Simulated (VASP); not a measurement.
# MnO2 (P4_2/mnm) in VASP: relaxation of cell and atoms with PBE

Aim: the relaxation of cell and atoms of MnO2 with PBE.

Program: VASP 6.6.1. These are calculated values, not measurements. Logs are shortened: lines on timing, memory, paths and dates and some standing lists are left out, and cuts for length are marked.

### 1 The cell of the first run

The structure is tetragonal, space group P4_2/mnm (No. 136). Conventional cell: a = 4.411 Å, b = 4.411 Å, c = 2.881 Å, α = 90.00°, β = 90.00°, γ = 90.00°. Within 2.5 Å of Mn (site symmetry mmm) lie 6 O at 1.88 to 1.90 Å. O (site symmetry m2m) has 3 Mn at 1.88 to 1.90 Å and 1 O at 2.47 Å within 2.5 Å.

### 2 Relaxation of cell and atoms, PBE, collinear spin, ferromagnetic start

INCAR

```
ALGO = Normal
EDIFF = 1E-6
EDIFFG = -0.03
ENCUT = 600
GGA = PE
IBRION = 2
ISIF = 3
ISMEAR = 0
ISPIN = 2
LASPH = True
LCHARG = False
LMAXMIX = 4
LORBIT = 11
LREAL = False
LWAVE = False
MAGMOM = 3 3 0 0 0 0
NELM = 150
NSW = 80
PREC = Accurate
SIGMA = 0.05
```

KPOINTS

```
k-points
0
Gamma
  4 4 8
```

POSCAR

```
MnO2
1.0
    4.4106047585      0.0000000000      0.0000000000
    0.0000000000      4.4106047585      0.0000000000
    0.0000000000      0.0000000000      2.8805382760
Mn O
2 4
Direct
    0.0000000000      0.0000000000      0.0000000000
    0.5000000000      0.5000000000      0.5000000000
    0.3020000000      0.3020000000      0.0000000000
    0.1980000000      0.8020000000      0.5000000000
    0.6980000000      0.6980000000      0.0000000000
    0.8020000000      0.1980000000      0.5000000000
```

Potentials or basis: VASP PAW PBE potentials, release 64 (Mn_pv, O).

The run is started by

```
> cat potpaw_PBE.64/Mn_pv/POTCAR potpaw_PBE.64/O/POTCAR > POTCAR
> mpirun -np 1 vasp_std > vasp.out
```

OUTCAR:

```text
EDIFF = 1E-6
   EDIFFG = -0.03
   ENCUT = 600
   GGA = PE
   IBRION = 2
   ISIF = 3
   ISMEAR = 0
   ISPIN = 2
   LASPH = True
   LORBIT = 11
   LREAL = False
   NELM = 150
   NSW = 80
   PREC = Accurate

 ion  position               nearest neighbor table
   1  0.000  0.000  0.000-   3 1.88   5 1.88   4 1.90   6 1.90   4 1.90   6 1.90
   2  0.500  0.500  0.500-   4 1.88   6 1.88   5 1.90   3 1.90   3 1.90   5 1.90
   3  0.302  0.302  0.000-   1 1.88   2 1.90   2 1.90
   4  0.198  0.802  0.500-   2 1.88   1 1.90   1 1.90
   5  0.698  0.698  0.000-   1 1.88   2 1.90   2 1.90
   6  0.802  0.198  0.500-   2 1.88   1 1.90   1 1.90

  LATTYP: Found a simple tetragonal cell.
 ALAT       =     4.4106047585
 C/A-ratio  =     0.6530937215

  Lattice vectors:

 A1 = (   4.4106047585,   0.0000000000,   0.0000000000)
 A2 = (   0.0000000000,   4.4106047585,   0.0000000000)
 A3 = (   0.0000000000,   0.0000000000,   2.8805382760)

Analysis of symmetry for initial positions (statically):
=====================================================================
 Subroutine PRICEL returns:
 Original cell was already a primitive cell.

 Routine SETGRP: Setting up the symmetry group for a
 simple tetragonal supercell.

 Subroutine GETGRP returns: Found 16 space group operations
 (whereof  8 operations were pure point group operations)
 out of a pool of 16 trial point group operations.

The static configuration has the point symmetry D_2h.
 The point group associated with its full space group is D_4h.

Analysis of symmetry for dynamics (positions and initial velocities):
=====================================================================
 Subroutine PRICEL returns:
 Original cell was already a primitive cell.

 Routine SETGRP: Setting up the symmetry group for a
 simple tetragonal supercell.

 Subroutine GETGRP returns: Found 16 space group operations
 (whereof  8 operations were pure point group operations)
 out of a pool of 16 trial point group operations.

The dynamic configuration has the point symmetry D_2h.
 The point group associated with its full space group is D_4h.

Analysis of structural, dynamic, and magnetic symmetry:
=====================================================================
 Subroutine PRICEL returns:
 Original cell was already a primitive cell.

 Routine SETGRP: Setting up the symmetry group for a
 simple tetragonal supercell.

 Subroutine GETGRP returns: Found 16 space group operations
 (whereof  8 operations were pure point group operations)
 out of a pool of 16 trial point group operations.

The overall configuration has the point symmetry D_2h.
 The point group associated with its full space group is D_4h.

 Subroutine INISYM returns: Found 16 space group operations
 (whereof  8 operations are pure point group operations),
 and found     1 'primitive' translations

----------------------------------------------------------------------------------------

                                     Primitive cell

  volume of cell :      56.0364

  direct lattice vectors                    reciprocal lattice vectors
     4.410604758  0.000000000  0.000000000     0.226726278  0.000000000  0.000000000
     0.000000000  4.410604758  0.000000000     0.000000000  0.226726278  0.000000000
     0.000000000  0.000000000  2.880538276     0.000000000  0.000000000  0.347157338

  length of vectors
     4.410604758  4.410604758  2.880538276     0.226726278  0.226726278  0.347157338

  position of ions in fractional coordinates (direct lattice)
     0.000000000  0.000000000  0.000000000
     0.500000000  0.500000000  0.500000000
     0.302000000  0.302000000  0.000000000
     0.198000000  0.802000000  0.500000000
     0.698000000  0.698000000  0.000000000
     0.802000000  0.198000000  0.500000000

  ion indices of the primitive-cell ions
   primitive index   ion index
                 1           1
                 2           2
                 3           3
                 4           4
                 5           5
                 6           6

----------------------------------------------------------------------------------------

 KPOINTS: k-points

Automatic generation of k-mesh.
 Grid dimensions read from file:
 generate k-points for:    4    4    8

 Generating k-lattice:

  Cartesian coordinates                     Fractional coordinates (reciprocal lattice)
     0.056681569  0.000000000  0.000000000     0.250000000  0.000000000  0.000000000
     0.000000000  0.056681569  0.000000000     0.000000000  0.250000000  0.000000000
     0.000000000  0.000000000  0.043394667     0.000000000  0.000000000  0.125000000

  Length of vectors
     0.056681569  0.056681569  0.043394667

  Shift w.r.t. Gamma in fractional coordinates (k-lattice)
     0.000000000  0.000000000  0.000000000

 Subroutine IBZKPT returns following result:
 ===========================================

 Found     30 irreducible k-points:

 Following reciprocal coordinates:
            Coordinates               Weight
  0.000000  0.000000  0.000000      1.000000
  0.250000  0.000000  0.000000      4.000000
  0.500000  0.000000  0.000000      2.000000
  0.250000  0.250000  0.000000      4.000000
  0.500000  0.250000  0.000000      4.000000
  0.500000  0.500000  0.000000      1.000000
[... 16 lines left out ...]
  0.500000  0.250000  0.375000      8.000000
  0.500000  0.500000  0.375000      2.000000
 [... further k-points ...]
   k-points           NKPTS =     30   k-points in BZ     NKDIM =     30   number of bands    NBANDS=     33
   number of dos      NEDOS =    301   number of ions     NIONS =      6
   total plane-waves  NPLWV =  31104
   dimension x,y,z NGX =    36 NGY =   36 NGZ =   24
   dimension x,y,z NGXF=    72 NGYF=   72 NGZF=   48
   ions per type =               2   4
   NGX,Y,Z   is equivalent  to a cutoff of  13.57, 13.57, 13.85 a.u.
   NGXF,Y,Z  is equivalent  to a cutoff of  27.14, 27.14, 27.70 a.u.
 SYSTEM =  unknown system
   PREC   = accura    normal or accurate (medium, high low for compatibility)
   ISTART =      0    job   : 0-new  1-cont  2-samecut
   ICHARG =      2    charge: 1-file 2-atom 10-const
   ISPIN  =      2    spin polarized calculation?
   LNONCOLLINEAR =      F non collinear calculations
   LSORBIT =      F    spin-orbit coupling
   LASPH  =      T    aspherical Exc in radial PAW
   ENCUT  =  600.0 eV  44.10 Ry    6.64 a.u.   8.81  8.81  5.75*2*pi/ulx,y,z
   NELM   =    150;   NELMIN=  2; NELMDL= -5     # of ELM steps
   EDIFF  = 0.1E-05   stopping-criterion for ELM
   LREAL  =      F    real-space projection
   EDIFFG = -.3E-01   stopping-criterion for IOM
   NSW    =     80    number of steps for IOM
   IBRION =      2    ionic relax: 0-MD 1-quasi-New 2-CG
   NFREE  =      1    steps in history (QN), initial steepest desc. (CG)
   ISIF   =      3    stress and relaxation
   ISYM   =      2    0-nonsym 1-usesym 2-fastsym
   POTIM  = 0.5000    time-step for ionic-motion
   TEBEG  =    0.0;   TEEND  =   0.0 temperature during run
   PSTRESS=    0.0 pullay stress
   NELECT =      50.0000    total number of electrons
   NUPDOWN=      -1.0000    fix difference up-down
   EMIN   =  10.00;   EMAX   =-10.00  energy-range for DOS
   EFERMI =   0.00;   METHOD = LEGACY
   ISMEAR =     0;   SIGMA  =   0.05  broadening in eV -4-tet -1-fermi 0-gaus
   EFERMI_NEDOS =   21; number of points for ismear=-14 and -15
   IALGO  =     38    algorithm
   IMIX   =      4    mixing-type and parameters
     AMIX     =   0.40;   BMIX     =  1.00
     AMIX_MAG =   1.60;   BMIX_MAG =  1.00
  volume/ion in A,a.u.               =       9.34        63.03
  Fermi-wavevector in a.u.,A,eV,Ry     =   1.576068  2.978336 33.796725  2.483989
  Thomas-Fermi vector in A             =   2.676957
   LORBIT       =     11    0 simple, 1 ext, 2 COOP (PROOUT), +10 PAW based schemes
   GGA     = PE    functional components
   LHFCALC =     F    Hartree Fock is set to
   AEXX    =    0.0000 exact exchange contribution
   IVDW    =     0    specifies the selected vdW correction
   LEPSILON=     F    determine dielectric tensor
   LRPA    =     F    only Hartree local field effects (RPA)
 conjugate gradient relaxation of ions
 spin polarized calculation
 Gauss-broadening in eV      SIGMA  =   0.05
  energy-cutoff  :      600.00
  volume of cell :       56.04
 maximum number of plane-waves:      1900
 NGX is ok and might be reduce to    36
   NGX = 17   NGY = 17   NGZ = 11

--------------------------------------- Ionic step        1  -------------------------------------------

 number of electron      49.9999991 magnetization       6.0001091

 Free energy of the ion-electron system (eV)
  ---------------------------------------------------
  ext. energy  EPLUGINS =         0.00000000
  ---------------------------------------------------
  free energy    TOTEN  =       -47.69248807 eV

  energy without entropy =      -47.69204223  energy(sigma->0) =      -47.69226515

------------------------ aborting loop because EDIFF is reached ----------------------------------------

  FORCE on cell =-STRESS in cart. coord.  units (eV):
  Direction    XX          YY          ZZ          XY          YZ          ZX
  --------------------------------------------------------------------------------------
  -------------------------------------------------------------------------------------
  Total        1.6396241      1.6396241      0.4310994     -0.0000000      0.0000000      0.0000000
  in kB       46.8797137     46.8797137     12.3258834     -0.0000000      0.0000000      0.0000000
  external PRESSURE =      35.3617703 kB  Pullay stress =       0.0000000 kB
[... 145 lines left out ...]
  energy  without entropy=      -47.7259354768  energy(sigma->0) =      -47.72619040

--------------------------------------- Ionic step        5  -------------------------------------------

 number of electron      49.9999987 magnetization       6.0000000

 Free energy of the ion-electron system (eV)
  ---------------------------------------------------
  ext. energy  EPLUGINS =         0.00000000
  ---------------------------------------------------
  free energy    TOTEN  =       -47.72766871 eV

  energy without entropy =      -47.72715935  energy(sigma->0) =      -47.72741403

 E-fermi :   5.0375     XC(G=0): -11.8569

 val. band max:        5.0006469985   @ k =   0.2500   0.2500   0.5000
 cond. band min:       5.1091658680   @ k =   0.0000   0.0000   0.1250
 fundamental gap:      0.1085188695
 Fermi energy:         5.0375102808

 spin component 1

 k-point     1 :       0.0000    0.0000    0.0000
  band No.  band energies     occupation
      1     -45.7017      1.00000
      2     -45.6952      1.00000
      3     -45.6401      1.00000
      4     -45.6401      1.00000
      5     -45.5503      1.00000
      6     -45.5503      1.00000
[... 853 lines left out ...]
     32       6.8828      0.00000
     33      16.7852      0.00000

 [... further k-points ...]

 spin component 2

 k-point     1 :       0.0000    0.0000    0.0000
  band No.  band energies     occupation
      1     -42.7123      1.00000
      2     -42.7042      1.00000
      3     -42.6514      1.00000
      4     -42.6514      1.00000
      5     -42.5454      1.00000
      6     -42.5454      1.00000
[... 888 lines left out ...]
  FREE ENERGIE OF THE ION-ELECTRON SYSTEM (eV)
  ---------------------------------------------------
  free  energy   TOTEN  =       -47.7276687095 eV

  energy  without entropy=      -47.7271593453  energy(sigma->0) =      -47.72741403

 reached required accuracy - stopping structural energy minimisation

 total charge

# of ion       s       p       d       tot
------------------------------------------
    1        0.342   6.445   4.873  11.661
    2        0.342   6.445   4.873  11.661
    3        1.565   3.452   0.000   5.017
    4        1.565   3.452   0.000   5.017
    5        1.565   3.452   0.000   5.017
    6        1.565   3.452   0.000   5.017
--------------------------------------------------
tot          6.945  26.697   9.747  43.388

 magnetization (x)

# of ion       s       p       d       tot
------------------------------------------
    1        0.017   0.028   2.666   2.710
    2        0.017   0.028   2.666   2.710
    3        0.001   0.090   0.000   0.090
    4        0.001   0.090   0.000   0.090
    5        0.001   0.090   0.000   0.090
    6        0.001   0.090   0.000   0.090
--------------------------------------------------
tot          0.038   0.413   5.331   5.782
```

It took 3 min on 1 thread of AMD EPYC 9R45 (Zen 5), shared host; peak memory 0.23 GiB.

What came out:

```
Free energy                                           : -47.7277 eV
Relaxed volume                                        : 9.52 Å³/atom
Relaxed cell                                          : a = 4.453 Å, b = 4.453 Å, c = 2.881 Å, α = 90.00°, β = 90.00°, γ = 90.00°
Space group after relaxing (to 0.1 Å)                 : P4_2/mnm (No. 136)
Energy gained by relaxing                             : 5.9 meV/atom
Ionic steps                                           : 5
Pressure after relaxing                               : 0.0 GPa
Largest force after relaxing                          : 0.004 eV/Å
Band gap on the k mesh                                : zero (filled and empty bands overlap)
Net moment                                            : 6.00 μB per cell
Site moments                                          : Mn +2.71; O +0.09 μB
Valence electrons inside the program's atomic spheres : Mn 11.66; O 5.02
```

Forces in eV/Å, atoms in the order of the input:
```
Mn   0.000  0.000  0.000
Mn   0.000  0.000  0.000
O   -0.003 -0.003  0.000
O    0.003 -0.003  0.000
O    0.003  0.003  0.000
O   -0.003  0.003  0.000
```

The path:
| step | energy change (eV) | largest force (eV/Å) | pressure (GPa) | volume (Å³) |
| --- | --- | --- | --- | --- |
| 1 | 0.0000 | 0.4823 | 3.54 | 56.04 |
| 2 | -0.0310 | 0.0043 | -2.26 | 57.72 |
| 3 | -0.0336 | 0.0956 | -1.08 | 57.34 |
| 4 | -0.0340 | 0.0940 | 1.00 | 56.94 |
| 5 | -0.0352 | 0.0039 | 0.01 | 57.13 |

Final structure:
```cif
data_structure
_symmetry_space_group_name_H-M 'P 1'
_symmetry_Int_Tables_number 1
_cell_length_a 4.4530
_cell_length_b 4.4530
_cell_length_c 2.8809
_cell_angle_alpha 90.000
_cell_angle_beta 90.000
_cell_angle_gamma 90.000
_cell_volume 57.13
loop_
_atom_site_label
_atom_site_type_symbol
_atom_site_fract_x
_atom_site_fract_y
_atom_site_fract_z
_atom_site_occupancy
Mn1 Mn 0.00000 0.00000 0.00000 1
Mn2 Mn 0.50000 0.50000 0.50000 1
O1 O 0.30540 0.30540 0.00000 1
O2 O 0.19460 0.80540 0.50000 1
O3 O 0.69460 0.69460 0.00000 1
O4 O 0.80540 0.19460 0.50000 1
```

Levels at points of the mesh, in eV from the Fermi level:
Spin up:
```tsv
k point	band 25	band 26	band 27	band 28	band 29	band 30	band 31	band 32
(0.00, 0.00, 0.00)	-1.17	-1.17	-0.60	-0.24	-0.17	2.70	2.70	3.33
(0.50, 0.00, 0.00)	-1.39	-1.39	-0.67	-0.67	2.12	2.12	2.48	2.48
(0.50, 0.50, 0.00)	-2.04	-2.04	-0.04	-0.04	1.37	1.37	2.67	2.67
(0.00, 0.00, 0.50)	-1.10	-1.10	-0.17	-0.17	1.22	1.22	1.72	1.72
(0.50, 0.00, 0.50)	-1.87	-1.87	-0.06	-0.06	0.19	0.19	3.17	3.17
(0.50, 0.50, 0.50)	-1.03	-1.03	-0.69	-0.69	1.74	1.74	1.85	1.85
```
Spin down:
```csv
k point,band 18,band 19,band 20,band 21,band 22,band 23,band 24,band 25,band 26,band 27
"(0.00, 0.00, 0.00)",-3.26,-1.58,-0.88,-0.88,-0.32,0.17,0.47,0.63,0.63,0.86
"(0.50, 0.00, 0.00)",-3.79,-2.71,-2.71,-1.11,-1.11,0.83,0.83,1.18,1.18,1.89
"(0.50, 0.50, 0.00)",-2.70,-2.40,-2.40,-1.83,-1.83,0.20,0.20,0.64,0.64,2.26
"(0.00, 0.00, 0.50)",-4.02,-2.87,-2.87,-2.29,-2.29,1.16,1.16,1.42,1.42,2.13
"(0.50, 0.00, 0.50)",-3.71,-2.82,-2.82,-1.44,-1.44,0.36,0.36,1.17,1.17,1.94
"(0.50, 0.50, 0.50)",-3.99,-1.72,-1.72,-1.41,-1.41,1.12,1.12,1.21,1.21,1.61
```

Caveat: semilocal functionals often make such compounds metallic where correlation or magnetic order opens a gap, which also shifts bond lengths; only a ferromagnetic start was run, and an antiferromagnetic order may lie lower in energy.
